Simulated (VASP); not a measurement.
# Ti8HO16 (a cell with a defect) in VASP: notebook

Runs on Ti8HO16 (a cell with a defect). Level: PBE. Tasks: single point.

All numbers are computed with VASP 6.6.1; they aren't measurements. Logs are shortened: lines on timing, memory, paths and dates and some standing lists are left out, and cuts for length are marked.

### 1 The cell of the first run

The cell holds a defect, 25 atoms: a = 6.567 Å, b = 6.567 Å, c = 7.530 Å, α = 115.85°, β = 115.85°, γ = 90.00°.

### 2 Single point, PBE

The input, INCAR:

```
SYSTEM = Ti8HO16
PREC = Accurate
ENCUT = 520
EDIFF = 1E-6
ISMEAR = 0
SIGMA = 0.02
LREAL = Auto
LASPH = .TRUE.
NELM = 100
ALGO = Normal
ISIF = 2
LWAVE = .FALSE.
LCHARG = .FALSE.
GGA = PE
NELECT = 192.0
NBANDS = 114
```

The input, KPOINTS:

```
Automatic mesh
0
G
  3 3 3
  0 0 0
```

The input, POSCAR:

```
Ti8HO16
1.0
    4.6433175447     -4.6433175447      0.0000000000
   -4.6433175447     -4.6433175447      0.0000000000
    0.0000000000      4.6433175447     -5.9277360028
Ti O H
8 16 1
Direct
    0.5186663294     -0.0002200006     -0.0046417384
    0.2744517398      0.7540420282      0.5050268768
   -0.0009167952      0.4960776441      0.0175292894
    0.7302014594      0.2286324891      0.4827176849
    0.1301112960      0.1136095170      0.2501138713
    0.9009151988      0.8983792965      0.7496749177
    0.6309954326      0.6134407426      0.2490276219
    0.3490553712      0.3719506393      0.7495377658
    0.6252982641      0.9288325338      0.2462758124
    0.3911514589      0.6792112323      0.7501364767
    0.1292300375      0.4325332224      0.2537683863
    0.8797125057      0.1878924935      0.7499993249
    0.0487709625      0.2579483428      0.5011878057
    0.8063702478      1.0113626892      1.0007211855
    0.5559428497      0.7608409621      0.4994942417
    0.2976445427      0.5066507092      0.9987467386
    0.1955334198      0.9969681621      0.0010911417
    0.9445731744      0.7458475884      0.4989297767
    0.6922589979      0.4949242278      0.0006503326
    0.4414181253      0.2441802687      0.4993761528
    0.6186469131      0.3203382175      0.2502797019
    0.3672252928      0.0704650591      0.7500006744
    0.1185246975      0.8200914046      0.2498378807
    0.8378859124      0.5832968199      0.7501116780
    0.6888092248      0.6011919133      0.7509632679
```

Potentials or basis: VASP PAW PBE potentials, release 64 (Ti_sv, O, H).

The run is started by

```bash
$ cat potpaw_PBE.64/Ti_sv/POTCAR potpaw_PBE.64/O/POTCAR potpaw_PBE.64/H/POTCAR > POTCAR
$ mpirun -np 1 vasp_std > vasp.out
```

OUTCAR:

```text
SYSTEM = Ti8HO16
   PREC = Accurate
   ENCUT = 520
   EDIFF = 1E-6
   ISMEAR = 0
   LREAL = Auto
   LASPH = .TRUE.
   NELM = 100
   ISIF = 2
   GGA = PE
   NELECT = 192.0

 ion  position               nearest neighbor table
   1  0.519  1.000  0.995-  14 1.87  22 1.94  10 1.95   9 1.97  21 1.98  17 2.14   4 2.90   2 2.91

   2  0.274  0.754  0.505-  15 1.87  22 1.94  10 1.95  11 1.97  23 1.98  18 2.15   3 2.90   1 2.91

   3  0.999  0.496  0.018-  11 1.84  23 1.94  12 1.96  19 1.96  16 2.03  24 2.16   2 2.90
   4  0.730  0.229  0.483-   9 1.84  21 1.94  20 1.95  12 1.96  13 2.04  24 2.16   1 2.90
   5  0.130  0.114  0.250-  20 1.92  23 1.93  17 1.93  14 1.98  13 2.02  11 2.08
   6  0.901  0.898  0.750-  18 1.86  17 1.87  12 1.91  15 2.07  14 2.08  24 2.11
   7  0.631  0.613  0.249-  19 1.91  21 1.93  18 1.93  15 1.99  16 2.02   9 2.08
   8  0.349  0.372  0.750-  13 1.87  16 1.88  22 1.98  10 2.03  20 2.06  19 2.06
   9  0.625  0.929  0.246-   4 1.84   1 1.97   7 2.08
  10  0.391  0.679  0.750-   2 1.95   1 1.95   8 2.03
  11  0.129  0.433  0.254-   3 1.84   2 1.97   5 2.08
  12  0.880  0.188  0.750-   6 1.91   4 1.96   3 1.96
  13  0.049  0.258  0.501-   8 1.87   5 2.02   4 2.04
  14  0.806  0.011  0.001-   1 1.87   5 1.98   6 2.08
  15  0.556  0.761  0.499-   2 1.87   7 1.99   6 2.07
  16  0.298  0.507  0.999-   8 1.88   7 2.02   3 2.03
  17  0.196  0.997  0.001-   6 1.87   5 1.93   1 2.14
  18  0.945  0.746  0.499-   6 1.86   7 1.93   2 2.15
  19  0.692  0.495  0.001-   7 1.91   3 1.96   8 2.06
  20  0.441  0.244  0.499-   5 1.92   4 1.95   8 2.06
  21  0.619  0.320  0.250-   7 1.93   4 1.94   1 1.98
  22  0.367  0.070  0.750-   1 1.94   2 1.94   8 1.98
  23  0.119  0.820  0.250-   5 1.93   3 1.94   2 1.98
  24  0.838  0.583  0.750-  25 0.99   6 2.11   4 2.16   3 2.16
  25  0.689  0.601  0.751-  24 0.99

  LATTYP: Found a body centered tetragonal cell.
 ALAT       =     6.5666426461
 C/A-ratio  =     1.8054084324

  Lattice vectors:

 A1 = (   4.6433175447,   0.0000000000,   5.9277360028)
 A2 = (  -4.6433175447,   0.0000000000,   5.9277360028)
 A3 = (   0.0000000000,  -4.6433175447,  -5.9277360028)

Analysis of symmetry for initial positions (statically):
=====================================================================
 Subroutine PRICEL returns:
 Original cell was already a primitive cell.

 Routine SETGRP: Setting up the symmetry group for a
 body centered tetragonal supercell.

 Subroutine GETGRP returns: Found  1 space group operations
 (whereof  1 operations were pure point group operations)
 out of a pool of 16 trial point group operations.

The static configuration has the point symmetry C_1 .

Analysis of symmetry for dynamics (positions and initial velocities):
=====================================================================
 Subroutine PRICEL returns:
 Original cell was already a primitive cell.

 Routine SETGRP: Setting up the symmetry group for a
 body centered tetragonal supercell.

 Subroutine GETGRP returns: Found  1 space group operations
 (whereof  1 operations were pure point group operations)
 out of a pool of 16 trial point group operations.

The dynamic configuration has the point symmetry C_1 .

 Subroutine INISYM returns: Found  1 space group operations
 (whereof  1 operations are pure point group operations),
 and found     1 'primitive' translations

----------------------------------------------------------------------------------------

                                     Primitive cell

  volume of cell :     255.6087

  direct lattice vectors                    reciprocal lattice vectors
     4.643317545 -4.643317545  0.000000000     0.107681630 -0.107681630 -0.084349235
    -4.643317545 -4.643317545  0.000000000    -0.107681630 -0.107681630 -0.084349235
     0.000000000  4.643317545 -5.927736003     0.000000000  0.000000000 -0.168698471

  length of vectors
     6.566642646  6.566642646  7.529837444     0.174084635  0.174084635  0.168698471

  position of ions in fractional coordinates (direct lattice)
     0.518666329  0.999779999  0.995358262
     0.274451740  0.754042028  0.505026877
     0.999083205  0.496077644  0.017529289
     0.730201459  0.228632489  0.482717685
     0.130111296  0.113609517  0.250113871
     0.900915199  0.898379297  0.749674918
[... 17 lines left out ...]
     0.837885912  0.583296820  0.750111678
     0.688809225  0.601191913  0.750963268

  ion indices of the primitive-cell ions
   primitive index   ion index
                 1           1
                 2           2
                 3           3
                 4           4
                 5           5
                 6           6
[... 17 lines left out ...]
                24          24
                25          25

----------------------------------------------------------------------------------------

 KPOINTS: Automatic mesh

Automatic generation of k-mesh.
 Grid dimensions read from file:
 generate k-points for:    3    3    3

 Generating k-lattice:

  Cartesian coordinates                     Fractional coordinates (reciprocal lattice)
     0.035893877 -0.035893877 -0.028116412     0.333333333  0.000000000  0.000000000
    -0.035893877 -0.035893877 -0.028116412     0.000000000  0.333333333  0.000000000
     0.000000000  0.000000000 -0.056232824     0.000000000  0.000000000  0.333333333

  Length of vectors
     0.058028212  0.058028212  0.056232824

  Shift w.r.t. Gamma in fractional coordinates (k-lattice)
     0.000000000  0.000000000  0.000000000

 Subroutine IBZKPT returns following result:
 ===========================================

 Found     14 irreducible k-points:

 Following reciprocal coordinates:
            Coordinates               Weight
  0.000000  0.000000  0.000000      1.000000
  0.333333  0.000000  0.000000      2.000000
  0.000000 -0.333333  0.333333      2.000000
 -0.333333  0.000000  0.333333      2.000000
  0.000000  0.333333  0.000000      2.000000
  0.333333  0.333333  0.000000      2.000000
  0.333333 -0.333333  0.333333      2.000000
 -0.333333 -0.333333 -0.333333      2.000000
 -0.333333  0.333333  0.333333      2.000000
 -0.333333  0.333333  0.000000      2.000000
  0.333333  0.333333 -0.333333      2.000000
  0.000000  0.000000  0.333333      2.000000
  0.333333  0.000000  0.333333      2.000000
  0.000000 -0.333333 -0.333333      2.000000
   k-points           NKPTS =     14   k-points in BZ     NKDIM =     14   number of bands    NBANDS=    114
   number of dos      NEDOS =    301   number of ions     NIONS =     25
   total plane-waves  NPLWV = 140000
   dimension x,y,z NGX =    50 NGY =   50 NGZ =   56
   dimension x,y,z NGXF=   100 NGYF=  100 NGZF=  112
   ions per type =               8  16   1
   NGX,Y,Z   is equivalent  to a cutoff of  12.66, 12.66, 12.36 a.u.
   NGXF,Y,Z  is equivalent  to a cutoff of  25.32, 25.32, 24.73 a.u.
 SYSTEM =  Ti8HO16
   PREC   = accura    normal or accurate (medium, high low for compatibility)
   ISTART =      0    job   : 0-new  1-cont  2-samecut
   ICHARG =      2    charge: 1-file 2-atom 10-const
   ISPIN  =      1    spin polarized calculation?
   LNONCOLLINEAR =      F non collinear calculations
   LSORBIT =      F    spin-orbit coupling
   LASPH  =      T    aspherical Exc in radial PAW
   ENCUT  =  520.0 eV  38.22 Ry    6.18 a.u.  12.21 12.21 14.00*2*pi/ulx,y,z
   NELM   =    100;   NELMIN=  2; NELMDL= -5     # of ELM steps
   EDIFF  = 0.1E-05   stopping-criterion for ELM
   LREAL  =      T    real-space projection
   EDIFFG = 0.1E-04   stopping-criterion for IOM
   NSW    =      0    number of steps for IOM
   IBRION =     -1    ionic relax: 0-MD 1-quasi-New 2-CG
   NFREE  =      0    steps in history (QN), initial steepest desc. (CG)
   ISIF   =      2    stress and relaxation
   ISYM   =      2    0-nonsym 1-usesym 2-fastsym
   POTIM  = 0.5000    time-step for ionic-motion
   TEBEG  =    0.0;   TEEND  =   0.0 temperature during run
   PSTRESS=    0.0 pullay stress
   NELECT =     192.0000    total number of electrons
   NUPDOWN=      -1.0000    fix difference up-down
   EMIN   =  10.00;   EMAX   =-10.00  energy-range for DOS
   EFERMI =   0.00;   METHOD = LEGACY
   ISMEAR =     0;   SIGMA  =   0.02  broadening in eV -4-tet -1-fermi 0-gaus
   EFERMI_NEDOS =   21; number of points for ismear=-14 and -15
   IALGO  =     38    algorithm
   IMIX   =      4    mixing-type and parameters
     AMIX     =   0.40;   BMIX     =  1.00
     AMIX_MAG =   1.60;   BMIX_MAG =  1.00
  volume/ion in A,a.u.               =      10.22        69.00
  Fermi-wavevector in a.u.,A,eV,Ry     =   1.488161  2.812217 30.131793  2.214624
  Thomas-Fermi vector in A             =   2.601231
   LORBIT       =      0    0 simple, 1 ext, 2 COOP (PROOUT), +10 PAW based schemes
   GGA     = PE    functional components
   LHFCALC =     F    Hartree Fock is set to
   AEXX    =    0.0000 exact exchange contribution
   IVDW    =     0    specifies the selected vdW correction
   LEPSILON=     F    determine dielectric tensor
   LRPA    =     F    only Hartree local field effects (RPA)
 non-spin polarized calculation
 Gauss-broadening in eV      SIGMA  =   0.02
  energy-cutoff  :      520.00
  volume of cell :      255.61
 maximum number of plane-waves:      6906
 NGX is ok and might be reduce to    50
   NGX = 25   NGY = 25   NGZ = 27

 number of electron     192.0000000 magnetization

 Free energy of the ion-electron system (eV)
  ---------------------------------------------------
  ext. energy  EPLUGINS =         0.00000000
  ---------------------------------------------------
  free energy    TOTEN  =      -224.51317754 eV

  energy without entropy =     -224.51317754  energy(sigma->0) =     -224.51317754

 E-fermi :   4.6712     XC(G=0): -11.2770

 val. band max:        4.5016090491   @ k =   0.0000   0.0000   0.0000
 cond. band min:       6.5698599795   @ k =   0.0000   0.0000   0.0000
 fundamental gap:      2.0682509304
 Fermi energy:         4.6711596515

 k-point     1 :       0.0000    0.0000    0.0000
  band No.  band energies     occupation
      1     -52.2746      2.00000
      2     -52.2688      2.00000
      3     -52.2561      2.00000
      4     -52.2486      2.00000
      5     -52.2095      2.00000
      6     -52.1848      2.00000
[... 100 lines left out ...]
    107       7.5482      0.00000
    108       7.6658      0.00000

 k-point     2 :       0.3333    0.0000    0.0000
  band No.  band energies     occupation
      1     -52.2731      2.00000
      2     -52.2694      2.00000
      3     -52.2564      2.00000
      4     -52.2495      2.00000
      5     -52.2091      2.00000
      6     -52.1850      2.00000
[... 1324 lines left out ...]
 k-point    14 :       0.0000   -0.3333   -0.3333
  band No.  band energies     occupation
      1     -52.2727      2.00000
      2     -52.2693      2.00000
      3     -52.2580      2.00000
      4     -52.2480      2.00000
      5     -52.2097      2.00000
      6     -52.1847      2.00000
[... 100 lines left out ...]
    107       7.5766      0.00000
    108       7.6712      0.00000
 [bands above 108 left out]

------------------------ aborting loop because EDIFF is reached ----------------------------------------

  FORCE on cell =-STRESS in cart. coord.  units (eV):
  Direction    XX          YY          ZZ          XY          YZ          ZX
  --------------------------------------------------------------------------------------
  -------------------------------------------------------------------------------------
  Total       -7.6371897     -4.2918830     -2.2012835      2.3234488     -0.0034710     -0.0065329
  in kB      -47.8705637    -26.9018928    -13.7978346     14.5635774     -0.0217563     -0.0409485
  external PRESSURE =     -29.5234303 kB  Pullay stress =       0.0000000 kB

 VOLUME and BASIS-vectors are now :
 -----------------------------------------------------------------------------
  energy-cutoff  :      520.00
  volume of cell :      255.61
      direct lattice vectors                 reciprocal lattice vectors
     4.643317545 -4.643317545  0.000000000     0.107681630 -0.107681630 -0.084349235
    -4.643317545 -4.643317545  0.000000000    -0.107681630 -0.107681630 -0.084349235
     0.000000000  4.643317545 -5.927736003     0.000000000  0.000000000 -0.168698471

 POSITION                                       TOTAL-FORCE (eV/Angst)
 -----------------------------------------------------------------------------------
     -2.23396     -2.42886     -5.90022        -0.038885      0.030789     -0.010604
     -2.22689     -2.43062     -2.99367        -0.038165      0.024281      0.013701
      2.33561     -6.86111     -0.10391         0.000161     -0.038794      0.068661
      2.32894     -2.21076     -2.86142         0.004446     -0.047746     -0.062699
      0.07662      0.02968     -1.48261        -0.046737      0.002445     -0.014172
      0.01177     -4.87372     -4.44388        -0.005820      0.056964     -0.012356
[... 17 lines left out ...]
      1.18214     -3.11600     -4.44646         0.071817     -0.050257     -0.002836
      0.40683     -2.50292     -4.45151        -0.089543      0.054075      0.002356
 -----------------------------------------------------------------------------------
    total drift:                               -0.050543      0.004828      0.004850

  FREE ENERGIE OF THE ION-ELECTRON SYSTEM (eV)
  ---------------------------------------------------
  free  energy   TOTEN  =      -224.5131775427 eV

  energy  without entropy=     -224.5131775427  energy(sigma->0) =     -224.51317754
```

Run time: 25 min. Hardware: 1 thread of AMD EPYC 7R43 (Zen 3), shared host; peak memory 0.47 GiB.

What came out:

* Free energy: -224.5132 eV
* Largest force: 0.105 eV/Å

Forces on the atoms (eV/Å):
```
Ti  -0.039  0.031 -0.011
Ti  -0.038  0.024  0.014
Ti   0.000 -0.039  0.069
Ti   0.004 -0.048 -0.063
Ti  -0.047  0.002 -0.014
Ti  -0.006  0.057 -0.012
Ti  -0.049  0.008  0.015
Ti   0.018 -0.037  0.002
O    0.049  0.049  0.032
O    0.026  0.039 -0.001
O    0.046  0.041 -0.032
O    0.002 -0.005 -0.001
O   -0.027  0.022  0.029
O    0.012 -0.016  0.016
O    0.022 -0.021 -0.014
O   -0.020  0.015 -0.030
O    0.045 -0.047 -0.020
O    0.052 -0.047  0.027
O    0.005 -0.012  0.033
O   -0.001 -0.005 -0.036
O   -0.009 -0.005  0.005
O   -0.023 -0.008  0.000
O   -0.005 -0.001 -0.006
O    0.072 -0.050 -0.003
H   -0.090  0.054  0.002
```

Caveat: the cell carries a net charge on a neutralising background, which shifts energy and pressure; the cell is charged against a uniform background, so pressure and absolute levels hang on convention.

[end of part 1 of 2]
